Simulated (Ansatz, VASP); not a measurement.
## Be in VASP and in Ansatz

Contents of INCAR:

```
PREC = Accurate ; ENCUT = 520
EDIFF = 1E-6 ; ISMEAR = -1
SIGMA = 0.1 ; LREAL = F
LASPH = T ; NELM = 60
ALGO = Normal ; ISIF = 2
LWAVE = F ; LCHARG = F
GGA = PE ; NBANDS = 9
```

Contents of KPOINTS:

```
Automatic mesh
0
Gamma
  15 15 15
```

POSCAR

```
Be
1.0
    0.0000000000      2.0424627382      2.0424627382
    2.0424627382      0.0000000000      2.0424627382
    2.0424627382      2.0424627382      0.0000000000
Be
2
Direct
   -0.1250000000     -0.1250000000     -0.1250000000
    0.1250000000      0.1250000000      0.1250000000
```

Input for Ansatz:

```yaml
crystal:
  lattice:
    - [0.0, 2.0424627382, 2.0424627382]
    - [2.0424627382, 0.0, 2.0424627382]
    - [2.0424627382, 2.0424627382, 0.0]
  atoms:
    - { symbol: Be, position: [-0.125, -0.125, -0.125] }
    - { symbol: Be, position: [0.125, 0.125, 0.125] }
kpoints:
  mp_grid: { grid: [15, 15, 15] }
  band_path:
    path:
      - [0.0, 0.0, 0.0]
      - [0.5, 0.0, 0.5]
      - [0.625, 0.25, 0.625]
      - [0.375, 0.375, 0.75]
      - [0.0, 0.0, 0.0]
      - [0.5, 0.5, 0.5]
      - [0.5, 0.25, 0.75]
      - [0.5, 0.0, 0.5]
    npoints: 8
scf:
  occupations: { method: fermi_dirac, width: 0.1 }
hamiltonian:
  xc: pbe
  pseudopotentials: { kind: paw }
output:
  forces: true
  stress: true
  eigenvalues: true
  populations: true
  dos: { projected: true, de: 0.2, e_range: [-14, 8] }
```

Change from the starting cell: volume scaled by 0.58, PAW files.

Alike in both runs: task single point; functional PBE; k mesh 15 × 15 × 15; occupations fermi-dirac, width 0.1 eV; no spin polarisation.

|  | VASP | Ansatz |
| --- | --- | --- |
| version | VASP 6.6.1 | Ansatz 0.2.0 |
| potentials or method | VASP PAW PBE potentials, release 64 (Be) | PAW with Ansatz's default frozen-core files, scalar-relativistic |
| plane-wave cutoff (eV) | 520 | 420 |
| valence electrons in the cell | 4 | 4 |

```tsv
	VASP	Ansatz	Ansatz less VASP
pressure (GPa)	59.6	59.4	-0.19
```

Both programs put the cell under a high pressure, so it lies far from rest at this level. With one functional, cell and mesh, what is left measures potentials, basis and numerics.
